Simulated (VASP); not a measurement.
The system is Pd.

```
Pd
1.0
     0.00000    1.94650    1.94650
     1.94650    0.00000    1.94650
     1.94650    1.94650    0.00000
Pd
1
Direct
  0.00000 0.00000 0.00000
```

```yaml
Program: VASP 6.6.1
Task: relaxation of cell and atoms
Functional: PBEsol
Potentials_or_basis: VASP PAW PBE potentials, release 64 (Pd)
Cutoff: 600 eV
k_mesh: 9 × 9 × 9
Occupations: methfessel-paxton, width 0.1 eV
Spin: no spin polarisation
```

At the start: pressure -3.6 GPa; volume 14.75 Å³/atom.

**Question.** Where does the relaxation end?

**Answer.** Over 3 steps the energy falls by 3.0 meV/atom and the volume is 14.49 Å³/atom (-1.8 %); space group Fm-3m (No. 225, to 0.05 Å).

The path:
| step | energy change (eV) | largest force (eV/Å) | pressure (GPa) | volume (Å³) |
| --- | --- | --- | --- | --- |
| 1 | 0.0000 | 0.0000 | -3.56 | 14.75 |
| 2 | 0.0057 | 0.0000 | 6.77 | 14.06 |
| 3 | -0.0030 | 0.0000 | -0.02 | 14.49 |

Final structure:
```xyz
1
Lattice="0.0000 1.9350 1.9350 1.9350 0.0000 1.9350 1.9350 1.9350 0.0000" Properties=species:S:1:pos:R:3 pbc="T T T"
Pd    0.0000    0.0000    0.0000
```

Caveat: the PAW data sets were made with another functional, which shifts forces and pressure a little.
